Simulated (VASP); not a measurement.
# Ga2O3 (P2_1/m) in VASP: single point with r2SCAN

Aim: the single point of Ga2O3 with r2SCAN.

Program: VASP 6.6.1. These are calculated values, not measurements. Logs are shortened: lines on timing, memory, paths and dates and some standing lists are left out, and cuts for length are marked.

**1. The cell of the first run**

It takes space group P2_1/m (No. 11, monoclinic). The conventional cell has a = 5.808 Å, b = 3.039 Å, c = 12.122 Å, α = 90.00°, β = 100.95°, γ = 90.00°. Ga (site symmetry m) has 4 O at 1.83 to 1.87 Å within 2.4 Å. Ga (site symmetry m) has 4 O at 1.83 to 1.87 Å within 2.4 Å. Ga (site symmetry m) has 6 O at 1.94 to 2.08 Å within 2.6 Å. Ga (site symmetry m) has 6 O at 1.94 to 2.08 Å within 2.6 Å. Within 2.4 Å of O (site symmetry m) lie 3 Ga at 1.83 to 1.94 Å. Within 2.4 Å of O (site symmetry m) lie 3 Ga at 1.83 to 1.94 Å. Within 2.5 Å of O (site symmetry m) lie 4 Ga at 1.87 to 2.08 Å. O (site symmetry m) has 4 Ga at 1.87 to 2.08 Å within 2.5 Å.

**2. Single point, r2SCAN (the part above a cut slid along it)**

Input file POSCAR:

```
Ga2O3
1.0
    1.3883852660      0.0000000000     -5.6399772456
    0.0000000000      3.0390611527      0.0000000000
   11.0061364120      0.0000000000      5.0810446367
Ga O
8 12
Direct
    0.2116800381      0.0000000000      0.8405209738
    0.7616800381      0.5000000000      0.3405209738
    0.6383199619      0.0000000000      0.6594790262
    0.1883199619      0.5000000000      0.1594790262
    0.3033784301      0.0000000000      0.4087278752
    0.7533784301      0.5000000000      0.9087278752
    0.6466215699      0.0000000000      0.0912721248
    0.0966215699      0.5000000000      0.5912721248
   -0.0363648349      0.0000000000      0.9142143310
    0.5136351651      0.5000000000      0.4142143310
    0.8863648349      0.0000000000      0.5857856690
    0.4363648349      0.5000000000      0.0857856690
    0.5174829717      0.0000000000      0.9233419983
    0.0674829717      0.5000000000      0.4233419983
    0.3325170283      0.0000000000      0.5766580017
    0.8825170283      0.5000000000      0.0766580017
    0.2154192676      0.0000000000      0.2462851429
    0.6654192676      0.5000000000      0.7462851429
    0.7345807324      0.0000000000      0.2537148571
    0.1845807324      0.5000000000      0.7537148571
```

Input file INCAR.step1:

```
SYSTEM = Ga2O3
PREC = Accurate ; ENCUT = 520
ISMEAR = 0 ; SIGMA = 0.05
LREAL = Auto ; LASPH = .True.
NELM = 80 ; NBANDS = 104
GGA = PE ; ALGO = Normal
EDIFF = 1E-4 ; LWAVE = .True.
LCHARG = .False.
```

Input file INCAR.step2:

```
SYSTEM = Ga2O3
PREC = Accurate ; ENCUT = 520
EDIFF = 1E-6 ; ISMEAR = 0
SIGMA = 0.05 ; LREAL = Auto
LASPH = .True. ; NELM = 80
ALGO = Normal ; ISIF = 2
LWAVE = .False. ; LCHARG = .False.
METAGGA = R2SCAN ; LMIXTAU = .True.
NBANDS = 104 ; ISTART = 1
```

Input file KPOINTS:

```
regular mesh
0
Gamma
  4 7 2
  0 0 0
```

Potentials or basis: VASP PAW PBE potentials, release 64 (Ga_d, O).

Command:

```console
> cat potpaw_PBE.64/Ga_d/POTCAR potpaw_PBE.64/O/POTCAR > POTCAR
> cp INCAR.step1 INCAR
> mpirun -np 1 vasp_std > vasp.out
> cp INCAR.step2 INCAR
> mpirun -np 1 vasp_std > vasp.out
```

OUTCAR:

```text
SYSTEM = Ga2O3
   PREC = Accurate
   ENCUT = 520
   EDIFF = 1E-6
   ISMEAR = 0
   LREAL = Auto
   LASPH = .True.
   NELM = 80
   ISIF = 2
   METAGGA = R2SCAN
   ISTART = 1

 ion  position               nearest neighbor table
   1  0.212  0.000  0.841-   9 1.83  20 1.84  20 1.84  13 1.87
   2  0.762  0.500  0.341-  10 1.83  19 1.84  19 1.84  14 1.87
   3  0.638  0.000  0.659-  11 1.83  18 1.84  18 1.84  15 1.87
   4  0.188  0.500  0.159-  12 1.83  17 1.84  17 1.84  16 1.87
   5  0.303  0.000  0.409-  17 1.94  10 1.94  10 1.94  15 2.01  14 2.08  14 2.08
   6  0.753  0.500  0.909-  18 1.94   9 1.94   9 1.94  16 2.03  13 2.08  13 2.08   7 2.85   7 2.85

   7  0.647  0.000  0.091-  19 1.94  12 1.94  12 1.94  13 2.03  16 2.08  16 2.08   6 2.85   6 2.85

   8  0.097  0.500  0.591-  20 1.94  11 1.94  11 1.94  14 2.01  15 2.08  15 2.08
   9  0.964  0.000  0.914-   1 1.83   6 1.94   6 1.94
  10  0.514  0.500  0.414-   2 1.83   5 1.94   5 1.94
  11  0.886  0.000  0.586-   3 1.83   8 1.94   8 1.94
  12  0.436  0.500  0.086-   4 1.83   7 1.94   7 1.94
  13  0.517  0.000  0.923-   1 1.87   7 2.03   6 2.08   6 2.08
  14  0.067  0.500  0.423-   2 1.87   8 2.01   5 2.08   5 2.08
  15  0.333  0.000  0.577-   3 1.87   5 2.01   8 2.08   8 2.08
  16  0.883  0.500  0.077-   4 1.87   6 2.03   7 2.08   7 2.08
  17  0.215  0.000  0.246-   4 1.84   4 1.84   5 1.94
  18  0.665  0.500  0.746-   3 1.84   3 1.84   6 1.94
  19  0.735  0.000  0.254-   2 1.84   2 1.84   7 1.94
  20  0.185  0.500  0.754-   1 1.84   1 1.84   8 1.94

  LATTYP: Found a simple monoclinic cell.
 ALAT       =     5.8083523462
 B/A-ratio  =     0.5232225891
 C/A-ratio  =     2.0870597170
 COS(beta)  =    -0.1899733020

  Lattice vectors:

 A1 = (   1.3883852660,   0.0000000000,  -5.6399772456)
 A2 = (   0.0000000000,   3.0390611527,   0.0000000000)
 A3 = (  11.0061364120,   0.0000000000,   5.0810446367)

Analysis of symmetry for initial positions (statically):
=====================================================================
 Subroutine PRICEL returns:
 Original cell was already a primitive cell.

 Routine SETGRP: Setting up the symmetry group for a
 simple monoclinic supercell.

 Subroutine GETGRP returns: Found  4 space group operations
 (whereof  2 operations were pure point group operations)
 out of a pool of  4 trial point group operations.

The static configuration has the point symmetry C_1h.
 The point group associated with its full space group is C_2h.

Analysis of symmetry for dynamics (positions and initial velocities):
=====================================================================
 Subroutine PRICEL returns:
 Original cell was already a primitive cell.

 Routine SETGRP: Setting up the symmetry group for a
 simple monoclinic supercell.

 Subroutine GETGRP returns: Found  4 space group operations
 (whereof  2 operations were pure point group operations)
 out of a pool of  4 trial point group operations.

The dynamic configuration has the point symmetry C_1h.
 The point group associated with its full space group is C_2h.

 Subroutine INISYM returns: Found  4 space group operations
 (whereof  2 operations are pure point group operations),
 and found     1 'primitive' translations

----------------------------------------------------------------------------------------

                                     Primitive cell

  volume of cell :     210.0867

  direct lattice vectors                    reciprocal lattice vectors
     1.388385266  0.000000000 -5.639977246     0.073501119  0.000000000 -0.159212013
     0.000000000  3.039061153  0.000000000     0.000000000  0.329048989  0.000000000
    11.006136412  0.000000000  5.081044637     0.081586498  0.000000000  0.020084034

  length of vectors
     5.808352346  3.039061153 12.122378204     0.175359287  0.329048989  0.084022170

  position of ions in fractional coordinates (direct lattice)
     0.211680038  0.000000000  0.840520974
     0.761680038  0.500000000  0.340520974
     0.638319962  0.000000000  0.659479026
     0.188319962  0.500000000  0.159479026
     0.303378430  0.000000000  0.408727875
     0.753378430  0.500000000  0.908727875
[... 12 lines left out ...]
     0.734580732  0.000000000  0.253714857
     0.184580732  0.500000000  0.753714857

  ion indices of the primitive-cell ions
   primitive index   ion index
                 1           1
                 2           2
                 3           3
                 4           4
                 5           5
                 6           6
[... 12 lines left out ...]
                19          19
                20          20

----------------------------------------------------------------------------------------

 KPOINTS: regular mesh

Automatic generation of k-mesh.
 Grid dimensions read from file:
 generate k-points for:    4    7    2

 Generating k-lattice:

  Cartesian coordinates                     Fractional coordinates (reciprocal lattice)
     0.018375280  0.000000000 -0.039803003     0.250000000  0.000000000  0.000000000
     0.000000000  0.047006998  0.000000000     0.000000000  0.142857143  0.000000000
     0.040793249  0.000000000  0.010042017    -0.000000000  0.000000000  0.500000000

  Length of vectors
     0.043839822  0.047006998  0.042011085

  Shift w.r.t. Gamma in fractional coordinates (k-lattice)
     0.000000000  0.000000000  0.000000000

 Subroutine IBZKPT returns following result:
 ===========================================

 Found     24 irreducible k-points:

 Following reciprocal coordinates:
            Coordinates               Weight
  0.000000  0.000000  0.000000      1.000000
  0.250000  0.000000 -0.000000      2.000000
  0.500000  0.000000 -0.000000      1.000000
  0.000000  0.142857  0.000000      2.000000
  0.250000  0.142857 -0.000000      4.000000
  0.500000  0.142857 -0.000000      2.000000
[... 16 lines left out ...]
  0.250000  0.428571  0.500000      4.000000
  0.500000  0.428571  0.500000      2.000000
   k-points           NKPTS =     24   k-points in BZ     NKDIM =     24   number of bands    NBANDS=    104
   number of dos      NEDOS =    301   number of ions     NIONS =     20
   total plane-waves  NPLWV = 103680
   dimension x,y,z NGX =    48 NGY =   24 NGZ =   90
   dimension x,y,z NGXF=    96 NGYF=   48 NGZF=  180
   ions per type =               8  12
   NGX,Y,Z   is equivalent  to a cutoff of  13.74, 13.13, 12.34 a.u.
   NGXF,Y,Z  is equivalent  to a cutoff of  27.48, 26.26, 24.69 a.u.
 SYSTEM =  Ga2O3
   PREC   = accura    normal or accurate (medium, high low for compatibility)
   ISTART =      1    job   : 0-new  1-cont  2-samecut
   ICHARG =      0    charge: 1-file 2-atom 10-const
   ISPIN  =      1    spin polarized calculation?
   LNONCOLLINEAR =      F non collinear calculations
   LSORBIT =      F    spin-orbit coupling
   LASPH  =      T    aspherical Exc in radial PAW
   ENCUT  =  520.0 eV  38.22 Ry    6.18 a.u.  10.80  5.65 22.54*2*pi/ulx,y,z
   NELM   =     80;   NELMIN=  2; NELMDL=  0     # of ELM steps
   EDIFF  = 0.1E-05   stopping-criterion for ELM
   LREAL  =      T    real-space projection
   EDIFFG = 0.1E-04   stopping-criterion for IOM
   NSW    =      0    number of steps for IOM
   IBRION =     -1    ionic relax: 0-MD 1-quasi-New 2-CG
   NFREE  =      0    steps in history (QN), initial steepest desc. (CG)
   ISIF   =      2    stress and relaxation
   ISYM   =      2    0-nonsym 1-usesym 2-fastsym
   POTIM  = 0.5000    time-step for ionic-motion
   TEBEG  =    0.0;   TEEND  =   0.0 temperature during run
   PSTRESS=    0.0 pullay stress
   NELECT =     176.0000    total number of electrons
   NUPDOWN=      -1.0000    fix difference up-down
   EMIN   =  10.00;   EMAX   =-10.00  energy-range for DOS
   EFERMI =   0.00;   METHOD = LEGACY
   ISMEAR =     0;   SIGMA  =   0.05  broadening in eV -4-tet -1-fermi 0-gaus
   EFERMI_NEDOS =   21; number of points for ismear=-14 and -15
   IALGO  =     38    algorithm
   IMIX   =      4    mixing-type and parameters
     AMIX     =   0.40;   BMIX     =  1.00
     AMIX_MAG =   1.60;   BMIX_MAG =  1.00
  volume/ion in A,a.u.               =      10.50        70.89
  Fermi-wavevector in a.u.,A,eV,Ry     =   1.543285  2.916386 32.405398  2.381730
  Thomas-Fermi vector in A             =   2.648970
   LORBIT       =      0    0 simple, 1 ext, 2 COOP (PROOUT), +10 PAW based schemes
   METAGGA = R2SCAN    functional components
   LHFCALC =     F    Hartree Fock is set to
   AEXX    =    0.0000 exact exchange contribution
   IVDW    =     0    specifies the selected vdW correction
   LEPSILON=     F    determine dielectric tensor
   LRPA    =     F    only Hartree local field effects (RPA)
 non-spin polarized calculation
 Gauss-broadening in eV      SIGMA  =   0.05
  energy-cutoff  :      520.00
  volume of cell :      210.09
 maximum number of plane-waves:      5702
 NGX is ok and might be reduce to    48
   NGX = 21   NGY = 11   NGZ = 45

 number of electron     176.0000104 magnetization

 Free energy of the ion-electron system (eV)
  ---------------------------------------------------
  ext. energy  EPLUGINS =         0.00000000
  ---------------------------------------------------
  free energy    TOTEN  =      -203.96326162 eV

  energy without entropy =     -203.96326162  energy(sigma->0) =     -203.96326162

 E-fermi :   3.7684     XC(G=0): -12.5083

 val. band max:        3.5279470508   @ k =   0.5000   0.1429   0.5000
 cond. band min:       6.2931849519   @ k =   0.0000   0.0000   0.0000
 fundamental gap:      2.7652379012
 Fermi energy:         3.7684113488

 k-point     1 :       0.0000    0.0000    0.0000
  band No.  band energies     occupation
      1     -16.4348      2.00000
      2     -16.0930      2.00000
      3     -15.9114      2.00000
      4     -15.2737      2.00000
      5     -15.2727      2.00000
      6     -15.2249      2.00000
[... 92 lines left out ...]
     99      12.6682      0.00000
    100      12.8510      0.00000

 k-point     2 :       0.2500    0.0000   -0.0000
  band No.  band energies     occupation
      1     -16.3340      2.00000
      2     -16.0640      2.00000
      3     -15.8087      2.00000
      4     -15.4072      2.00000
      5     -15.3782      2.00000
      6     -15.2749      2.00000
[... 2358 lines left out ...]
     99      12.8346      0.00000
    100      13.3107      0.00000
 [bands above 100 left out]

------------------------ aborting loop because EDIFF is reached ----------------------------------------

  FORCE on cell =-STRESS in cart. coord.  units (eV):
  Direction    XX          YY          ZZ          XY          YZ          ZX
  --------------------------------------------------------------------------------------
  -------------------------------------------------------------------------------------
  Total        2.3535422      4.2705981      3.1420390      0.0000000      0.0000000      6.4140737
  in kB       17.9487444     32.5687275     23.9620330      0.0000000      0.0000000     48.9154471
  external PRESSURE =      24.8265016 kB  Pullay stress =       0.0000000 kB

 VOLUME and BASIS-vectors are now :
 -----------------------------------------------------------------------------
  energy-cutoff  :      520.00
  volume of cell :      210.09
      direct lattice vectors                 reciprocal lattice vectors
     1.388385266  0.000000000 -5.639977246     0.073501119  0.000000000 -0.159212013
     0.000000000  3.039061153  0.000000000     0.000000000  0.329048989  0.000000000
    11.006136412  0.000000000  5.081044637     0.081586498  0.000000000  0.020084034

 POSITION                                       TOTAL-FORCE (eV/Angst)
 -----------------------------------------------------------------------------------
      9.54478      0.00000      3.07685         0.089378      0.000000      0.179097
      4.80533      1.51953     -2.56566        -0.030026      0.000000     -0.020298
      8.14455      0.00000     -0.24927         0.030026      0.000000      0.020298
      2.01671      1.51953     -0.25180        -0.089378      0.000000     -0.179097
      4.91972      0.00000      0.36572         0.032984      0.000000      0.058793
     11.04756      1.51953      0.36825        -0.813342      0.000000     -0.939363
[... 12 lines left out ...]
      3.81230      0.00000     -2.85388        -0.001769      0.000000     -0.010263
      8.55176      1.51953      2.78863         0.019124      0.000000     -0.101384
 -----------------------------------------------------------------------------------
    total drift:                               -0.002279      0.000000      0.003146

  FREE ENERGIE OF THE ION-ELECTRON SYSTEM (eV)
  ---------------------------------------------------
  free  energy   TOTEN  =      -203.9632616158 eV

  energy  without entropy=     -203.9632616158  energy(sigma->0) =     -203.96326162
```

Run time: 63 min. Hardware: 1 thread of Oxide Virtual Turin-like, shared host; peak memory 0.5 GiB.

Results:

```yaml
Free_energy: -203.9633 eV
Pressure: 2.5 GPa
Largest_force: 1.780 eV/Å
Band_gap_on_the_k_mesh: 2.77 eV (least direct gap 2.92 eV)
```

Forces in eV/Å, atoms in the order of the input:
```
Ga   0.089  0.000  0.179
Ga  -0.030  0.000 -0.020
Ga   0.030  0.000  0.020
Ga  -0.089  0.000 -0.179
Ga   0.033  0.000  0.059
Ga  -0.813  0.000 -0.939
Ga   0.813  0.000  0.939
Ga  -0.033  0.000 -0.059
O   -0.519  0.000 -0.587
O    0.055  0.000  0.054
O   -0.055  0.000 -0.054
O    0.519  0.000  0.587
O    0.477  0.000 -1.715
O    0.036  0.000 -0.069
O   -0.036  0.000  0.069
O   -0.477  0.000  1.715
O   -0.019  0.000  0.101
O    0.002  0.000  0.010
O   -0.002  0.000 -0.010
O    0.019  0.000 -0.101
```

Stress tensor (GPa, compression positive):
```
1.79 0.00 4.89
0.00 3.26 0.00
4.89 0.00 2.40
```

Caveat: the cell differs from its parent crystal (the part above a cut slid along it); the PAW data sets were made with another functional, which shifts forces and pressure a little. A k mesh can miss the band edges.
